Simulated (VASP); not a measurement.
# Cu: single point with PBEsol

Cu:

```
Cu
1.0
     2.49656    0.00000    0.00000
    -1.24828    2.16208    0.00000
     0.00000    0.00000    8.15016
Cu
4
Cartesian
  1.2483 0.7207 6.1126
  0.0000 0.0000 4.0751
  0.0000 1.4414 2.0375
  0.0000 0.0000 0.0000
```

* Program: VASP 6.6.1
* Task: single point
* Functional: PBEsol
* Potentials or basis: VASP PAW PBE potentials, release 64 (Cu_sv_GW)
* Cutoff: 700 eV
* k mesh: 12 × 12 × 4
* Occupations: fermi-dirac, width 0.05 eV
* Spin: no spin polarisation

The pressure is 0.3 GPa and the band gap on the k mesh is zero (band 38 reaches 11.77 eV, above the bottom of band 39 at 6.49 eV).

Stress tensor (GPa, compression positive):
```
0.52 0.00 0.00
0.00 0.52 0.00
0.00 0.00 0.00
```

Levels at points of the mesh, in eV from the Fermi level:
```
           k point  band 36  band 37  band 38  band 39  band 40  band 41
(0.00, 0.00, 0.00)    -1.94    -1.94    -1.61    -1.61    -1.23     4.19
(0.50, 0.00, 0.00)    -1.44    -0.75     0.30     1.08     1.66     5.00
(0.00, 0.00, 0.50)    -2.26    -1.75    -1.75    -1.75    -1.75     7.36
(0.50, 0.00, 0.50)    -1.47     0.06     0.06     1.43     1.43     5.47
```

It took 2 min on 1 thread of Intel(R) Xeon(R) 6975P-C (Granite Rapids), with other jobs on the host, peak memory 0.29 GiB.

Caveat: the PAW data sets were made with another functional, which shifts forces and pressure a little.
